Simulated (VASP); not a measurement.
Rb3HBr4:

```
Rb H Br
1.0
     6.06041    0.00000    0.00000
     0.00000    6.06041    0.00000
     0.00000    0.00000    6.06041
Rb H Br
3 1 4
Cartesian
  0.0000 3.0302 3.0302
  3.0302 0.0000 3.0302
  3.0302 3.0302 0.0000
  0.0000 0.0000 0.0000
  3.0302 0.0000 0.0000
  3.0302 3.0302 3.0302
  0.0000 0.0000 3.0302
  0.0000 3.0302 0.0000
```

The cell was generated, and may not be a known phase.

```yaml
Program: VASP 6.6.1
Task: relaxation of cell and atoms
Functional: PBE
Potentials_or_basis: VASP PAW PBE potentials, release 64 (Rb_sv, H, Br)
Cutoff: 600 eV
k_mesh: 4 × 4 × 4
Occupations: gaussian, width 0.1 eV
Spin: no spin polarisation
```

At the start: pressure 10.3 GPa; volume 27.82 Å³/atom.

Where does the relaxation end?

Over 5 steps the energy falls by 266.8 meV/atom and the volume is 39.99 Å³/atom (+43.7 %); space group Pm-3m (No. 221, to 0.1 Å) before and after.

The path:
```
step  energy change (eV)  largest force (eV/Å)  pressure (GPa)  volume (Å³)
   1              0.0000                0.0000           10.25       222.59
   2             -1.9797                0.0000            1.68       285.02
   3             -2.1079                0.0000            0.62       303.39
   4             -2.0760                0.0000           -0.71       342.48
   5             -2.1343                0.0000           -0.07       319.93
```

Final structure:
```
Rb H Br
1.0
     6.83942    0.00000    0.00000
     0.00000    6.83942    0.00000
     0.00000    0.00000    6.83942
Rb H Br
3 1 4
Direct
  0.00000 0.50000 0.50000
  0.50000 0.00000 0.50000
  0.50000 0.50000 0.00000
  0.00000 0.00000 0.00000
  0.50000 0.00000 0.00000
  0.50000 0.50000 0.50000
  0.00000 0.00000 0.50000
  0.00000 0.50000 0.00000
```

Caveat: the volume moved by over 15 % at a fixed basis, so the end points are rough.
